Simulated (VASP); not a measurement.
# P in VASP: a series of runs, part 2 of 2

VASP 6.6.1. The steps go on from the part before.

### Step 4. Single point, PBE+D3(BJ)

The input, INCAR:

```
PREC = Accurate ; ENCUT = 520
EDIFF = 1E-7 ; ISMEAR = 0
SIGMA = 0.02 ; LREAL = False
LASPH = True ; NELM = 80
ALGO = Normal ; ISIF = 2
LWAVE = False ; LCHARG = True
LDIPOL = True ; IDIPOL = 3
DIPOL = 0.5 0.5 0.500 ; GGA = PE
IVDW = 12 ; LELF = True
LVHAR = True ; LVACPOTAV = True
NBANDS = 12
```

The input, KPOINTS:

```
regular mesh
0
Gamma
  9 9 1
```

The input, POSCAR:

```
P
1.0
    3.1980000000      0.0000000000      0.0000000000
   -1.5990000000      2.7695492413      0.0000000000
    0.0000000000      0.0000000000     28.0000000000
P
2
Direct
    0.3333333333      0.6666666667      0.5285892857
    0.6666666667      0.3333333333      0.4714107143
```

Potentials or basis: VASP PAW PBE potentials, release 64 (P).

On the command line:

```console
$ cat potpaw_PBE.64/P/POTCAR > POTCAR
$ mpirun -np 1 vasp_std > vasp.out
```

OUTCAR:

```text
PREC = Accurate
   ENCUT = 520
   EDIFF = 1E-7
   ISMEAR = 0
   LREAL = False
   LASPH = True
   NELM = 80
   ISIF = 2
   GGA = PE
   IVDW = 12
 IVDW          = 12

 ion  position               nearest neighbor table
   1  0.333  0.667  0.529-   2 2.44   2 2.44   2 2.44
   2  0.667  0.333  0.471-   1 2.44   1 2.44   1 2.44

  LATTYP: Found a hexagonal cell.
 ALAT       =     3.1980000000
 C/A-ratio  =     8.7554721701

  Lattice vectors:

 A1 = (   3.1980000000,   0.0000000000,   0.0000000000)
 A2 = (  -1.5990000000,   2.7695492413,   0.0000000000)
[... 362 lines left out ...]

  FORCE on cell =-STRESS in cart. coord.  units (eV):
  Direction    XX          YY          ZZ          XY          YZ          ZX
  --------------------------------------------------------------------------------------
  -------------------------------------------------------------------------------------
  Total      -0.27881    -0.27881    -6.92012     0.00000     0.00000     0.00000
  in kB      -1.80128    -1.80128   -44.70730     0.00000     0.00000     0.00000
  external pressure =      -16.10 kB  Pullay stress =        0.00 kB

 VOLUME and BASIS-vectors are now :
 -----------------------------------------------------------------------------
  energy-cutoff  :      520.00
  volume of cell :      248.00
      direct lattice vectors                 reciprocal lattice vectors
     3.198000000  0.000000000  0.000000000     0.312695435  0.180534793  0.000000000
    -1.599000000  2.769549241  0.000000000     0.000000000  0.361069587  0.000000000
     0.000000000  0.000000000 28.000000000     0.000000000  0.000000000  0.035714286

 POSITION                                       TOTAL-FORCE (eV/Angst)
 -----------------------------------------------------------------------------------
     -0.00000      1.84637     14.80050         0.000000      0.000000     -4.317710
      1.59900      0.92318     13.19950        -0.000000     -0.000000      4.317710
 -----------------------------------------------------------------------------------
    total drift:                               -0.000000     -0.000000     -0.000000

  FREE ENERGIE OF THE ION-ELECTRON SYSTEM (eV)
  ---------------------------------------------------
  free  energy   TOTEN  =       -10.2795382462 eV

  energy  without entropy=      -10.2795382458  energy(sigma->0) =      -10.27953825

 vacuum level on the upper side and lower side of the slab         1.652         1.652
```

OSZICAR:

```text
N       E                     dE             d eps       ncg     rms          rms(c)
DAV:   1     0.609003953689E+02    0.60900E+02   -0.29996E+03   288   0.553E+02
DAV:   2    -0.464453717603E+01   -0.65545E+02   -0.55446E+02   496   0.919E+01
DAV:   3    -0.989730365528E+01   -0.52528E+01   -0.52403E+01   384   0.355E+01
[... 14 lines left out ...]
DAV:  18    -0.984903934728E+01   -0.11760E-04   -0.53060E-07   340   0.201E-03    0.910E-04
DAV:  19    -0.984904272371E+01   -0.33764E-05   -0.77086E-08   396   0.986E-04    0.121E-04
DAV:  20    -0.984904403458E+01   -0.13109E-05   -0.22507E-08   368   0.466E-04    0.482E-04
DAV:  21    -0.984904454945E+01   -0.51487E-06   -0.57172E-09   332   0.258E-04    0.174E-04
DAV:  22    -0.984904460191E+01   -0.52463E-07   -0.25337E-10   356   0.849E-05
   1 F= -.10279538E+02 E0= -.10279538E+02  d E =-.377780E-09
```

stdout:

```text
POSCAR found type information on POSCAR P
 POSCAR found :  1 types and       2 ions
 scaLAPACK will be used
 LDA part: xc-table for (Slater+PW92), standard interpolation
 POSCAR, INCAR and KPOINTS ok, starting setup
 FFT: planning ... GRIDC
 FFT: planning ... GRID_SOFT
 FFT: planning ... GRID
 WAVECAR not read
 entering main loop
```

It took 61 s on 1 thread of Intel Xeon Platinum 8259CL at 2.50GHz (Skylake/Cascade Lake), shared host; peak memory 0.33 GiB.

What came out:

```
Free energy                     : -10.2795 eV
Largest force                   : 4.318 eV/Å
Band gap on the k mesh          : zero (band 5 reaches -2.00 eV, above the bottom of band 6 at -2.87 eV)
Dispersion energy per atom      : -0.215 eV
Work function of the upper face : 4.04 eV
Work function of the lower face : 4.04 eV
```

Forces in eV/Å, atoms in the order of the input:
```
P    0.000  0.000 -4.318
P    0.000  0.000  4.318
```

### Step 5. Single point, PBE+D3(BJ)

The input, INCAR:

```
ALGO = Normal
DIPOL = 0.5 0.5 0.500
EDIFF = 1E-7
ENCUT = 520
GGA = PE
IDIPOL = 3
ISIF = 2
ISMEAR = 0
IVDW = 12
LASPH = T
LCHARG = F
LDIPOL = T
LREAL = F
LWAVE = F
NBANDS = 12
NELM = 80
PREC = Accurate
SIGMA = 0.02
```

The input, KPOINTS:

```
k-points
0
Gamma
  9 9 1
```

The input, POSCAR:

```
P
1.0
    3.1980000000      0.0000000000      0.0000000000
   -1.5990000000      2.7695492413      0.0000000000
    0.0000000000      0.0000000000     28.0000000000
P
2
Direct
    0.3333333333      0.6666666667      0.5047678571
    0.6666666667      0.3333333333      0.4952321429
```

On the command line:

```console
$ cat potpaw_PBE.64/P/POTCAR > POTCAR
$ mpirun -np 1 vasp_std > vasp.out
```

It took 73 s on 1 thread of Intel Xeon Platinum 8259CL at 2.50GHz (Skylake/Cascade Lake), shared host; peak memory 0.33 GiB.

The run converged. Its results:

```
Free energy                : -6.9373 eV
Largest force              : 2.961 eV/Å
Band gap on the k mesh     : zero (band 5 reaches -1.43 eV, above the bottom of band 6 at -3.49 eV)
Dispersion energy per atom : -0.231 eV
```

Forces on the atoms (eV/Å):
```
P    0.000  0.000  2.961
P    0.000  0.000 -2.961
```

Levels at points of the mesh, in eV from the Fermi level:
```
           k point  band 2  band 3  band 4  band 5  band 6  band 7  band 8  band 9
(0.00, 0.00, 0.00)   -7.52   -5.50   -5.50    0.50    0.50    1.04    1.84    3.22
```

### Step 6. Single point, PBE+D3(BJ)

The input, INCAR:

```
SYSTEM = P
  ALGO = Normal
  DIPOL = 0.5 0.5 0.500
  EDIFF = 1E-7
  ENCUT = 520
  GGA = PE
  IDIPOL = 3
  ISIF = 2
  ISMEAR = 0
  IVDW = 12
  LASPH = .True.
  LCHARG = .False.
  LDIPOL = .True.
  LREAL = .False.
  LWAVE = .False.
  NBANDS = 12
  NELM = 80
  PREC = Accurate
  SIGMA = 0.02
```

The input, KPOINTS:

```
k-points
0
Gamma
  9 9 1
  0 0 0
```

The input, POSCAR:

```
P
1.0
    3.1980000000      0.0000000000      0.0000000000
   -1.5990000000      2.7695492413      0.0000000000
    0.0000000000      0.0000000000     28.0000000000
P
2
Direct
    0.3333333333      0.6666666667      0.5143035714
    0.6666666667      0.3333333333      0.4856964286
```

Potentials or basis: VASP PAW PBE potentials, release 64 (P).

On the command line:

```console
$ cat potpaw_PBE.64/P/POTCAR > POTCAR
$ mpirun -np 1 vasp_std > vasp.out
```

OUTCAR:

```text
SYSTEM = P
   EDIFF = 1E-7
   ENCUT = 520
   GGA = PE
   ISIF = 2
   ISMEAR = 0
   IVDW = 12
   LASPH = .True.
   LREAL = .False.
   NELM = 80
   PREC = Accurate
 IVDW          = 12

 ion  position               nearest neighbor table
   1  0.333  0.667  0.514-   2 2.01   2 2.01   2 2.01
   2  0.667  0.333  0.486-   1 2.01   1 2.01   1 2.01

  LATTYP: Found a hexagonal cell.
 ALAT       =     3.1980000000
 C/A-ratio  =     8.7554721701

  Lattice vectors:

 A1 = (   3.1980000000,   0.0000000000,   0.0000000000)
 A2 = (  -1.5990000000,   2.7695492413,   0.0000000000)
[... 363 lines left out ...]
  FORCE on cell =-STRESS in cart. coord.  units (eV):
  Direction    XX          YY          ZZ          XY          YZ          ZX
  --------------------------------------------------------------------------------------
  -------------------------------------------------------------------------------------
  Total       7.77162     7.77162     4.49646     0.00000     0.00000     0.00000
  in kB      50.20845    50.20845    29.04933     0.00000     0.00000     0.00000
  external pressure =       43.16 kB  Pullay stress =        0.00 kB

 VOLUME and BASIS-vectors are now :
 -----------------------------------------------------------------------------
  energy-cutoff  :      520.00
  volume of cell :      248.00
      direct lattice vectors                 reciprocal lattice vectors
     3.198000000  0.000000000  0.000000000     0.312695435  0.180534793  0.000000000
    -1.599000000  2.769549241  0.000000000     0.000000000  0.361069587  0.000000000
     0.000000000  0.000000000 28.000000000     0.000000000  0.000000000  0.035714286

 POSITION                                       TOTAL-FORCE (eV/Angst)
 -----------------------------------------------------------------------------------
     -0.00000      1.84637     14.40050         0.000000     -0.000000      5.626654
      1.59900      0.92318     13.59950         0.000000      0.000000     -5.626654
 -----------------------------------------------------------------------------------
    total drift:                               -0.000000     -0.000000     -0.000000

  FREE ENERGIE OF THE ION-ELECTRON SYSTEM (eV)
  ---------------------------------------------------
  free  energy   TOTEN  =        -9.4877393231 eV

  energy  without entropy=       -9.4861516299  energy(sigma->0) =       -9.48694548

 vacuum level on the upper side and lower side of the slab         1.725         1.725
```

OSZICAR:

```text
N       E                     dE             d eps       ncg     rms          rms(c)
DAV:   1     0.731810397755E+02    0.73181E+02   -0.30804E+03   288   0.553E+02
DAV:   2    -0.238747895232E+01   -0.75569E+02   -0.63005E+02   448   0.102E+02
DAV:   3    -0.911978505102E+01   -0.67323E+01   -0.66982E+01   428   0.407E+01
[... 18 lines left out ...]
DAV:  22    -0.903338344772E+01   -0.13721E-05   -0.49370E-08   376   0.960E-04    0.800E-04
DAV:  23    -0.903338463041E+01   -0.11827E-05   -0.22230E-08   352   0.374E-04    0.370E-04
DAV:  24    -0.903338520228E+01   -0.57187E-06   -0.13481E-08   368   0.353E-04    0.833E-05
DAV:  25    -0.903338543571E+01   -0.23343E-06   -0.46204E-09   348   0.186E-04    0.266E-04
DAV:  26    -0.903338546577E+01   -0.30059E-07   -0.58134E-10   296   0.103E-04
   1 F= -.94877393E+01 E0= -.94869455E+01  d E =-.158769E-02
```

Wall time 69 s (1 thread of Intel Xeon Platinum 8259CL at 2.50GHz (Skylake/Cascade Lake), shared host); peak memory 0.33 GiB.

What came out:

* Free energy: -9.4877 eV
* Largest force: 5.627 eV/Å
* Band gap on the k mesh: zero (band 5 reaches -3.30 eV, above the bottom of band 6 at -3.81 eV)
* Dispersion energy per atom: -0.227 eV

Forces in eV/Å, atoms in the order of the input:
```
P    0.000  0.000  5.627
P    0.000  0.000 -5.627
```
